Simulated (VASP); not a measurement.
**Mn: relaxation of cell and atoms with BLYP+D3(BJ)**

The system is Mn.

```
Mn
1.0
     2.48365    0.00000    0.00000
    -1.24182    2.15090    0.00000
     0.00000    0.00000    4.02620
Mn
2
Direct
  0.33333 0.66667 0.25000
  0.66667 0.33333 0.75000
```

* Program: VASP 6.6.1
* Task: relaxation of cell and atoms
* Functional: BLYP
* Dispersion: D3(BJ)
* Potentials or basis: VASP PAW PBE potentials, release 64 (Mn_pv)
* Cutoff: 600 eV
* k mesh: 12 × 12 × 7
* Occupations: fermi-dirac, width 0.05 eV
* Spin: collinear spin, ferromagnetic start
* Starting moments: [4.0, 4.0] μB
* Dipole correction: no
* Further INCAR settings: ALGO = Fast; EDIFF = 1e-06; IBRION = 2; EDIFFG = -0.01; NSW = 60; ISIF = 3

| Item | Value |
| --- | --- |
| Relaxed volume | 10.55 Å³/atom |
| Relaxed cell | a = 2.471 Å, b = 2.471 Å, c = 3.990 Å, α = 90.00°, β = 90.00°, γ = 120.00° |
| Space group after relaxing (to 0.05 Å) | P6_3/mmc (No. 194) |
| Energy gained by relaxing | 3.4 meV/atom |
| Ionic steps | 5 |
| Pressure after relaxing | 0.1 GPa |
| Band gap on the k mesh | zero (filled and empty bands overlap) |
| Net moment | 0.00 μB per cell |
| Valence electrons inside the program's atomic spheres | Mn 12.07 |
| Dispersion energy per atom | -0.901 eV |

Step by step:
| step | energy change (eV) | largest force (eV/Å) | pressure (GPa) | volume (Å³) |
| --- | --- | --- | --- | --- |
| 1 | 0.0000 | 0.0000 | -5.13 | 21.51 |
| 2 | 0.0124 | 0.0000 | 9.70 | 20.45 |
| 3 | -0.0067 | 0.0000 | -0.06 | 21.11 |
| 4 | -0.0067 | 0.0000 | 0.10 | 21.10 |
| 5 | -0.0068 | 0.0000 | 0.08 | 21.10 |

Final structure:
```xyz
2
Lattice="2.4714 0.0000 0.0000 -1.2357 2.1403 0.0000 0.0000 0.0000 3.9898" Properties=species:S:1:pos:R:3 pbc="T T T"
Mn    0.0000    1.4268    0.9975
Mn    1.2357    0.7134    2.9924
```

Levels at points of the mesh, in eV from the Fermi level:
Spin up:
| k point | band 9 | band 10 | band 11 | band 12 | band 13 | band 14 | band 15 | band 16 | band 17 | band 18 |
| --- | --- | --- | --- | --- | --- | --- | --- | --- | --- | --- |
| (0.00, 0.00, 0.00) | -1.00 | -0.99 | -0.99 | -0.51 | -0.51 | 0.01 | 0.01 | 1.08 | 1.63 | 1.63 |
| (0.50, 0.00, 0.00) | -3.70 | -1.21 | -1.20 | -0.92 | -0.42 | 1.82 | 2.00 | 2.05 | 3.74 | 5.91 |
Spin down:
```
           k point  band 10  band 11  band 12  band 13  band 14  band 15  band 16  band 17
(0.00, 0.00, 0.00)    -0.99    -0.99    -0.51    -0.51     0.01     0.01     1.08     1.63
(0.50, 0.00, 0.00)    -1.21    -1.20    -0.92    -0.42     1.82     2.00     2.05     3.74
```

Wall time 5.3 min on 1 thread of Intel Xeon 8259CL (shared host), peak memory 0.2 GiB.

Caveat: the starting moments collapsed, and a magnetic state may lie lower; the PAW data sets were made with another functional, which shifts forces and pressure a little; pairwise dispersion overbinds metals, which lowers pressure and volume.
